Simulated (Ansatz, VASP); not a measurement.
# One calculation of Ta4O, two programs

```
CELL_PARAMETERS angstrom
-3.25471 0.00000 0.00000
0.00000 -3.25471 0.00000
0.00000 0.00000 15.29077
ATOMIC_POSITIONS crystal
Ta 0.00000 0.00000 0.06844
Ta 0.00000 0.00000 0.55209
Ta 0.50000 0.50000 0.20527
Ta 0.50000 0.50000 0.68892
Ta 0.50000 0.50000 0.89891
Ta 0.50000 0.50000 0.41526
Ta 0.00000 0.00000 0.79391
Ta 0.00000 0.00000 0.31026
O 0.50000 0.50000 0.06844
O 0.50000 0.50000 0.55209
```

Alike in both runs: task single point; functional PBE; k mesh 14 × 14 × 4; occupations gaussian, width 0.15 eV; no spin polarisation.

```csv
,VASP,Ansatz
version,VASP 6.6.1,Ansatz 0.2.0
potentials or method,"VASP PAW PBE potentials, release 64 (Ta_pv, O), cutoff 520 eV","scalar-relativistic, plane waves, PAW"
valence electrons in the cell,100,116
```

```csv
,VASP,Ansatz,Ansatz less VASP
gap on the k mesh at the Fermi level (eV),none,none,-
pressure (GPa),-4.0,-4.2,-0.21
"traceless stress, the component that is largest in VASP (GPa)",-1.03,-1.12,-0.089
rms of the force components (eV/Å),0.381,0.376,-0.0049
```

Atom by atom the forces differ by 0.014 eV/Å (rms over components). A gap of «none» marks a metal or a gap that the smearing closes. The functional is the same, so the differences come from potentials, cutoffs and numerics. VASP's potentials hold 100 valence electrons a cell and Ansatz's 116, so a difference there can come from the potentials and not from the codes.

Neither program's run includes spin-orbit coupling.
